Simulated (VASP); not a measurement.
# Hf (Fm-3m) in VASP: further runs

Runs on Hf. Level: LDA. Tasks: electric field gradients.

Program: VASP 6.6.1. These are calculated values, not measurements. Logs are shortened: lines on timing, memory, paths and dates and some standing lists are left out, and cuts for length are marked.

### 1 The cell of the first run

It takes space group Fm-3m (No. 225, cubic). The conventional cell has a = 4.498 Å, b = 4.498 Å, c = 4.498 Å, α = 90.00°, β = 90.00°, γ = 90.00°. Within 4.2 Å of Hf (site symmetry m-3m) lie 12 Hf at 3.18 Å.

### 2 Electric field gradients, LDA (volume scaled by 1.04)

INCAR

```
SYSTEM = Hf
ALGO = Normal ; EDIFF = 1E-8
ENCUT = 520 ; GGA = CA
ISIF = 2 ; ISMEAR = -1
LASPH = .TRUE. ; LCHARG = .FALSE.
LEFG = .TRUE. ; LREAL = .FALSE.
LWAVE = .FALSE. ; NBANDS = 11
NELM = 80 ; PREC = Accurate
SIGMA = 0.03
```

KPOINTS

```
k-points
0
G
  13 13 13
  0 0 0
```

POSCAR

```
Hf
1.0
    0.0000000000      2.2492138765      2.2492138765
    2.2492138765      0.0000000000      2.2492138765
    2.2492138765      2.2492138765      0.0000000000
Hf
1
Direct
    0.0000000000      0.0000000000      0.0000000000
```

Potentials or basis: VASP PAW LDA potentials, release 64 (Hf_pv).

Run with:

```console
$ cat potpaw_LDA.64/Hf_pv/POTCAR > POTCAR
$ mpirun -np 1 vasp_std > vasp.out
```

OUTCAR:

```text
SYSTEM = Hf
   EDIFF = 1E-8
   ENCUT = 520
   GGA = CA
   ISIF = 2
   ISMEAR = -1
   LASPH = .TRUE.
   LREAL = .FALSE.
   NELM = 80
   PREC = Accurate

 ion  position               nearest neighbor table
   1  0.000  0.000  0.000-

  LATTYP: Found a face centered cubic cell.
 ALAT       =     4.4984277530

  Lattice vectors:

 A1 = (   0.0000000000,   2.2492138765,   2.2492138765)
 A2 = (   2.2492138765,   0.0000000000,   2.2492138765)
 A3 = (   2.2492138765,   2.2492138765,   0.0000000000)

Analysis of symmetry for initial positions (statically):
=====================================================================
 Subroutine PRICEL returns:
 Original cell was already a primitive cell.

 Routine SETGRP: Setting up the symmetry group for a
 face centered cubic supercell.

 Subroutine GETGRP returns: Found 48 space group operations
 (whereof 48 operations were pure point group operations)
 out of a pool of 48 trial point group operations.

The static configuration has the point symmetry O_h .

Analysis of symmetry for dynamics (positions and initial velocities):
=====================================================================
 Subroutine PRICEL returns:
 Original cell was already a primitive cell.

 Routine SETGRP: Setting up the symmetry group for a
 face centered cubic supercell.

 Subroutine GETGRP returns: Found 48 space group operations
 (whereof 48 operations were pure point group operations)
 out of a pool of 48 trial point group operations.

The dynamic configuration has the point symmetry O_h .

 Subroutine INISYM returns: Found 48 space group operations
 (whereof 48 operations are pure point group operations),
 and found     1 'primitive' translations

----------------------------------------------------------------------------------------

                                     Primitive cell

  volume of cell :      22.7574

  direct lattice vectors                    reciprocal lattice vectors
     0.000000000  2.249213876  2.249213876    -0.222299891  0.222299891  0.222299891
     2.249213876  0.000000000  2.249213876     0.222299891 -0.222299891  0.222299891
     2.249213876  2.249213876  0.000000000     0.222299891  0.222299891 -0.222299891

  length of vectors
     3.180868769  3.180868769  3.180868769     0.385034706  0.385034706  0.385034706

  position of ions in fractional coordinates (direct lattice)
     0.000000000  0.000000000  0.000000000

  ion indices of the primitive-cell ions
   primitive index   ion index
                 1           1

----------------------------------------------------------------------------------------

 KPOINTS: k-points

Automatic generation of k-mesh.
 Grid dimensions read from file:
 generate k-points for:   13   13   13

 Generating k-lattice:

  Cartesian coordinates                     Fractional coordinates (reciprocal lattice)
    -0.017099992  0.017099992  0.017099992     0.076923077  0.000000000  0.000000000
     0.017099992 -0.017099992  0.017099992     0.000000000  0.076923077  0.000000000
     0.017099992  0.017099992 -0.017099992     0.000000000  0.000000000  0.076923077

  Length of vectors
     0.029618054  0.029618054  0.029618054

  Shift w.r.t. Gamma in fractional coordinates (k-lattice)
     0.000000000  0.000000000  0.000000000

 Subroutine IBZKPT returns following result:
 ===========================================

 Found     84 irreducible k-points:

 Following reciprocal coordinates:
            Coordinates               Weight
  0.000000  0.000000  0.000000      1.000000
  0.076923  0.000000  0.000000      8.000000
  0.153846  0.000000  0.000000      8.000000
  0.230769  0.000000  0.000000      8.000000
  0.307692  0.000000  0.000000      8.000000
  0.384615  0.000000  0.000000      8.000000
[... 16 lines left out ...]
  0.384615  0.153846  0.000000     24.000000
  0.461538  0.153846  0.000000     24.000000
 [... further k-points ...]
   k-points           NKPTS =     84   k-points in BZ     NKDIM =     84   number of bands    NBANDS=     11
   number of dos      NEDOS =    301   number of ions     NIONS =      1
   total plane-waves  NPLWV =  13824
   dimension x,y,z NGX =    24 NGY =   24 NGZ =   24
   dimension x,y,z NGXF=    48 NGYF=   48 NGZF=   48
   ions per type =               1
   NGX,Y,Z   is equivalent  to a cutoff of  12.54, 12.54, 12.54 a.u.
   NGXF,Y,Z  is equivalent  to a cutoff of  25.09, 25.09, 25.09 a.u.
 SYSTEM =  Hf
   PREC   = accura    normal or accurate (medium, high low for compatibility)
   ISTART =      0    job   : 0-new  1-cont  2-samecut
   ICHARG =      2    charge: 1-file 2-atom 10-const
   ISPIN  =      1    spin polarized calculation?
   LNONCOLLINEAR =      F non collinear calculations
   LSORBIT =      F    spin-orbit coupling
   LASPH  =      T    aspherical Exc in radial PAW
   ENCUT  =  520.0 eV  38.22 Ry    6.18 a.u.   5.91  5.91  5.91*2*pi/ulx,y,z
   NELM   =     80;   NELMIN=  2; NELMDL= -5     # of ELM steps
   EDIFF  = 0.1E-07   stopping-criterion for ELM
   LREAL  =      F    real-space projection
   EDIFFG = 0.1E-06   stopping-criterion for IOM
   NSW    =      0    number of steps for IOM
   IBRION =     -1    ionic relax: 0-MD 1-quasi-New 2-CG
   NFREE  =      0    steps in history (QN), initial steepest desc. (CG)
   ISIF   =      2    stress and relaxation
   ISYM   =      2    0-nonsym 1-usesym 2-fastsym
   POTIM  = 0.5000    time-step for ionic-motion
   TEBEG  =    0.0;   TEEND  =   0.0 temperature during run
   PSTRESS=    0.0 pullay stress
   NELECT =      10.0000    total number of electrons
   NUPDOWN=      -1.0000    fix difference up-down
   EMIN   =  10.00;   EMAX   =-10.00  energy-range for DOS
   EFERMI =   0.00;   METHOD = LEGACY
   ISMEAR =    -1;   SIGMA  =   0.03  broadening in eV -4-tet -1-fermi 0-gaus
   EFERMI_NEDOS =   21; number of points for ismear=-14 and -15
   IALGO  =     38    algorithm
   IMIX   =      4    mixing-type and parameters
     AMIX     =   0.40;   BMIX     =  1.00
     AMIX_MAG =   1.60;   BMIX_MAG =  1.00
  volume/ion in A,a.u.               =      22.76       153.57
  Fermi-wavevector in a.u.,A,eV,Ry     =   1.244612  2.351976 21.076237  1.549060
  Thomas-Fermi vector in A             =   2.378871
   LORBIT       =      0    0 simple, 1 ext, 2 COOP (PROOUT), +10 PAW based schemes
   GGA     = CA    functional components
   LHFCALC =     F    Hartree Fock is set to
   AEXX    =    0.0000 exact exchange contribution
   IVDW    =     0    specifies the selected vdW correction
   LEPSILON=     F    determine dielectric tensor
   LRPA    =     F    only Hartree local field effects (RPA)
 non-spin polarized calculation
  energy-cutoff  :      520.00
  volume of cell :       22.76
 maximum number of plane-waves:       624
   NGX = 11   NGY = 11   NGZ = 11

 number of electron      10.0000000 magnetization

 number of electron       9.9999999 magnetization

 Free energy of the ion-electron system (eV)
  ---------------------------------------------------
  ext. energy  EPLUGINS =         0.00000000
  ---------------------------------------------------
  free energy    TOTEN  =       -10.57191694 eV

  energy without entropy =      -10.56696249  energy(sigma->0) =      -10.56943972

 E-fermi :   4.4802     XC(G=0): -11.3953

 val. band max:        4.4763721102   @ k =  -0.3077   0.3077   0.0000
 cond. band min:       4.4891465630   @ k =   0.3077   0.0000   0.0000
 fundamental gap:      0.0127744528
 Fermi energy:         4.4801795935

 k-point     1 :       0.0000    0.0000    0.0000
  band No.  band energies     occupation
      1     -25.4320      2.00000
      2     -25.4320      2.00000
      3     -25.4320      2.00000
      4      -2.5943      2.00000
      5       5.8122      0.00000
      6       5.8122      0.00000
      7       5.8122      0.00000
      8       8.4972      0.00000
      9       8.4972      0.00000
     10      15.8643      0.00000
     11      16.5401      0.00000

 k-point     2 :       0.0769    0.0000    0.0000
  band No.  band energies     occupation
      1     -25.4797      2.00000
      2     -25.4381      2.00000
      3     -25.4381      2.00000
      4      -2.3909      2.00000
      5       5.6148      0.00000
      6       5.9085      0.00000
      7       5.9085      0.00000
      8       8.3965      0.00000
      9       8.3965      0.00000
     10      16.3082      0.00000
     11      16.5397      0.00000
[... 295 lines left out ...]
 k-point    24 :       0.4615    0.1538    0.0000
  band No.  band energies     occupation
      1     -26.1164      2.00000
      2     -25.6238      2.00000
      3     -25.5776      2.00000
      4       1.3906      2.00000
      5       4.0727      2.00000
      6       5.1168      0.00000
      7       6.3750      0.00000
      8      10.3230      0.00000
      9      10.6660      0.00000
     10      13.7810      0.00000
     11      16.5469      0.00000

 [... further k-points ...]
[... 5 lines left out ...]
  --------------------------------------------------------------------------------------
  -------------------------------------------------------------------------------------
  Total       -1.2947599     -1.2947599     -1.2947599     -0.0000000     -0.0000000      0.0000000
  in kB      -91.1543879    -91.1543879    -91.1543879     -0.0000000     -0.0000000      0.0000000
  external PRESSURE =     -91.1543879 kB  Pullay stress =       0.0000000 kB

 VOLUME and BASIS-vectors are now :
 -----------------------------------------------------------------------------
  energy-cutoff  :      520.00
  volume of cell :       22.76
      direct lattice vectors                 reciprocal lattice vectors
     0.000000000  2.249213876  2.249213876    -0.222299891  0.222299891  0.222299891
     2.249213876  0.000000000  2.249213876     0.222299891 -0.222299891  0.222299891
     2.249213876  2.249213876  0.000000000     0.222299891  0.222299891 -0.222299891

 POSITION                                       TOTAL-FORCE (eV/Angst)
 -----------------------------------------------------------------------------------
      0.00000      0.00000      0.00000         0.000000      0.000000      0.000000
 -----------------------------------------------------------------------------------
    total drift:                                0.000000      0.000000     -0.000000

  FREE ENERGIE OF THE ION-ELECTRON SYSTEM (eV)
  ---------------------------------------------------
  free  energy   TOTEN  =       -10.5719169432 eV

  energy  without entropy=      -10.5669624946  energy(sigma->0) =      -10.56943972

 Electric field gradients (V/A^2)
---------------------------------------------------------------------
 ion       V_xx      V_yy      V_zz      V_xy      V_xz      V_yz
---------------------------------------------------------------------
   1      -0.000    -0.000     0.000    -0.000    -0.000    -0.000
---------------------------------------------------------------------

 Electric field gradients after diagonalization (V/A^2)
 (convention: |V_zz| > |V_xx| > |V_yy|)
----------------------------------------------------------------------
 ion       V_xx      V_yy      V_zz     asymmetry (V_yy - V_xx)/ V_zz
----------------------------------------------------------------------
   1       0.000     0.000    -0.001       0.000
----------------------------------------------------------------------

           NMR quadrupolar parameters

 Cq : quadrupolar parameter    Cq=e*Q*V_zz/h
 eta: asymmetry parameters     (V_yy - V_xx)/ V_zz
 Q  : nuclear electric quadrupole moment in mb (millibarn)
----------------------------------------------------------------------
 ion       Cq(MHz)       eta       Q (mb)
----------------------------------------------------------------------
   1      -0.000       0.000       1.000
----------------------------------------------------------------------
```

It took 15 s on 1 thread of Intel Xeon 8259CL, shared host; peak memory 0.14 GiB.

Results:

| Item | Value |
| --- | --- |
| Free energy | -10.5719 eV |
| Pressure | -9.1 GPa |
| Band gap on the k mesh | zero (band 5 reaches 5.81 eV, above the bottom of band 6 at 3.96 eV) |

Levels at points of the mesh, in eV from the Fermi level:
| k point | band 3 | band 4 | band 5 | band 6 | band 7 | band 8 |
| --- | --- | --- | --- | --- | --- | --- |
| (0.00, 0.00, 0.00) | -29.91 | -7.07 | 1.33 | 1.33 | 1.33 | 4.02 |

Caveat: without QUAD_EFG the Cq values of the log hold for a quadrupole moment of 1 mb, not for the nuclei; spin-orbit coupling is left out, which moves the levels of the heavy elements.

### 3 Electric field gradients, LDA (volume scaled by 1.06)

INCAR

```
SYSTEM = Hf
  ALGO = Normal
  EDIFF = 1E-8
  ENCUT = 520
  GGA = CA
  ISIF = 2
  ISMEAR = -1
  LASPH = .TRUE.
  LCHARG = .FALSE.
  LEFG = .TRUE.
  LREAL = .FALSE.
  LWAVE = .FALSE.
  NBANDS = 11
  NELM = 60
  PREC = Accurate
  SIGMA = 0.03
```

KPOINTS is that of step 2.

POSCAR

```
Hf
1.0
    0.0000000000      2.2635404658      2.2635404658
    2.2635404658      0.0000000000      2.2635404658
    2.2635404658      2.2635404658      0.0000000000
Hf
1
Direct
    0.0000000000      0.0000000000      0.0000000000
```

Potentials or basis: VASP PAW LDA potentials, release 64 (Hf_pv).

Run with:

```console
$ cat potpaw_LDA.64/Hf_pv/POTCAR > POTCAR
$ mpirun -np 1 vasp_std > vasp.out
```

OUTCAR:

```text
SYSTEM = Hf
   EDIFF = 1E-8
   ENCUT = 520
   GGA = CA
   ISIF = 2
   ISMEAR = -1
   LASPH = .TRUE.
   LREAL = .FALSE.
   NELM = 60
   PREC = Accurate

 ion  position               nearest neighbor table
   1  0.000  0.000  0.000-

  LATTYP: Found a face centered cubic cell.
 ALAT       =     4.5270809316

  Lattice vectors:

 A1 = (   0.0000000000,   2.2635404658,   2.2635404658)
 A2 = (   2.2635404658,   0.0000000000,   2.2635404658)
 A3 = (   2.2635404658,   2.2635404658,   0.0000000000)

[... 539 lines left out ...]
    total drift:                               -0.000000      0.000000     -0.000000

  FREE ENERGIE OF THE ION-ELECTRON SYSTEM (eV)
  ---------------------------------------------------
  free  energy   TOTEN  =       -10.5448756988 eV

  energy  without entropy=      -10.5399008600  energy(sigma->0) =      -10.54238828

 Electric field gradients (V/A^2)
---------------------------------------------------------------------
 ion       V_xx      V_yy      V_zz      V_xy      V_xz      V_yz
---------------------------------------------------------------------
   1      -0.000     0.000     0.000    -0.000    -0.000    -0.000
---------------------------------------------------------------------

 Electric field gradients after diagonalization (V/A^2)
 (convention: |V_zz| > |V_xx| > |V_yy|)
----------------------------------------------------------------------
 ion       V_xx      V_yy      V_zz     asymmetry (V_yy - V_xx)/ V_zz
----------------------------------------------------------------------
   1       0.000     0.000    -0.001       0.000
----------------------------------------------------------------------

           NMR quadrupolar parameters

 Cq : quadrupolar parameter    Cq=e*Q*V_zz/h
 eta: asymmetry parameters     (V_yy - V_xx)/ V_zz
 Q  : nuclear electric quadrupole moment in mb (millibarn)
----------------------------------------------------------------------
 ion       Cq(MHz)       eta       Q (mb)
----------------------------------------------------------------------
   1      -0.000       0.000       1.000
----------------------------------------------------------------------
```

OSZICAR:

```text
N       E                     dE             d eps       ncg     rms          rms(c)
DAV:   1     0.117146127225E+02    0.11715E+02   -0.56562E+03  1856   0.831E+02
DAV:   2    -0.105124168440E+02   -0.22227E+02   -0.21471E+02  2416   0.151E+02
DAV:   3    -0.109382444918E+02   -0.42583E+00   -0.41947E+00  2371   0.143E+01
DAV:   4    -0.109399838800E+02   -0.17394E-02   -0.17389E-02  2112   0.110E+00
DAV:   5    -0.109399937185E+02   -0.98385E-05   -0.98374E-05  2356   0.735E-02    0.448E+01
DAV:   6    -0.106455246940E+02    0.29447E+00   -0.24195E-01  2109   0.348E+00    0.259E+01
DAV:   7    -0.105479488933E+02    0.97576E-01   -0.32862E-01  2109   0.387E+00    0.171E+00
DAV:   8    -0.105449009528E+02    0.30479E-02   -0.21611E-02  2118   0.969E-01    0.103E+00
DAV:   9    -0.105448756969E+02    0.25256E-04   -0.39158E-04  2198   0.143E-01    0.864E-02
DAV:  10    -0.105448759570E+02   -0.26010E-06   -0.72870E-06  2150   0.212E-02    0.608E-02
DAV:  11    -0.105448756974E+02    0.25962E-06   -0.38645E-07  2300   0.520E-03    0.301E-03
DAV:  12    -0.105448756988E+02   -0.14142E-08   -0.88260E-09  1742   0.803E-04
   1 F= -.10544876E+02 E0= -.10542388E+02  d E =-.497484E-02
```

stdout:

```text
POSCAR found type information on POSCAR Hf
 POSCAR found :  1 types and       1 ions
 scaLAPACK will be used
 LDA part: xc-table for (Slater(with rela. corr.)+CA(PZ))
 , standard interpolation
 POSCAR, INCAR and KPOINTS ok, starting setup
 FFT: planning ... GRIDC
 FFT: planning ... GRID_SOFT
 FFT: planning ... GRID
 WAVECAR not read
 entering main loop
ion   1
```

Wall time 16 s (1 thread of Intel Xeon 8259CL, shared host); peak memory 0.14 GiB.

What came out:

```yaml
Free_energy: -10.5449 eV
Pressure: -10.7 GPa
Band_gap_on_the_k_mesh: zero (band 5 reaches 5.67 eV, above the bottom of band 6 at 3.84 eV)
```

Levels at points of the mesh, in eV from the Fermi level:
```
           k point  band 2  band 3  band 4  band 5  band 6  band 7  band 8  band 9
(0.00, 0.00, 0.00)  -29.98  -29.98   -7.01    1.32    1.32    1.32    3.94    3.94
```

Caveat: without QUAD_EFG the Cq values of the log hold for a quadrupole moment of 1 mb, not for the nuclei; spin-orbit coupling is left out, which moves the levels of the heavy elements.
